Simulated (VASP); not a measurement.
Ag: single point with r2SCAN

Crystal: Ag.

```
Ag
1.0
     2.88620    0.00000    0.00000
    -1.44310    2.49952    0.00000
     0.00000    0.00000   10.00000
Ag
4
Direct
  0.33333 0.66667 0.25000
  0.66667 0.33333 0.75000
  0.00000 0.00000 0.00000
  0.00000 0.00000 0.50000
```

```yaml
Program: VASP 6.6.1
Task: single point
Functional: r2SCAN
Potentials_or_basis: VASP PAW PBE potentials, release 64 (Ag)
Cutoff: 520 eV
k_mesh: 10 × 10 × 3
Occupations: fermi-dirac, width 0.1 eV
Spin: no spin polarisation
```

```json
{"Pressure": "-3.1 GPa", "Band gap on the k mesh": "zero (band 22 reaches 11.00 eV, above the bottom of band 23 at 4.28 eV)"}
```

Stress tensor (GPa, compression positive):
```
-1.40  0.00  0.00
 0.00 -1.40  0.00
 0.00  0.00 -6.63
```

Levels at points of the mesh, in eV from the Fermi level:
| k point | band 19 | band 20 | band 21 | band 22 | band 23 | band 24 | band 25 | band 26 | band 27 | band 28 |
| --- | --- | --- | --- | --- | --- | --- | --- | --- | --- | --- |
| (0.00, 0.00, 0.00) | -3.80 | -3.69 | -3.69 | -3.37 | -3.37 | -0.60 | 2.59 | 9.83 | 9.84 | 16.20 |
| (0.50, 0.00, 0.00) | -3.09 | -3.05 | 0.10 | 0.95 | 1.16 | 1.72 | 4.33 | 4.35 | 7.08 | 7.62 |

Wall time 93 s on 1 thread of Intel(R) Xeon(R) 6975P-C (Granite Rapids) (shared host), peak memory 0.22 GiB.

Caveat: the PAW data sets were made with another functional, which shifts forces and pressure a little.
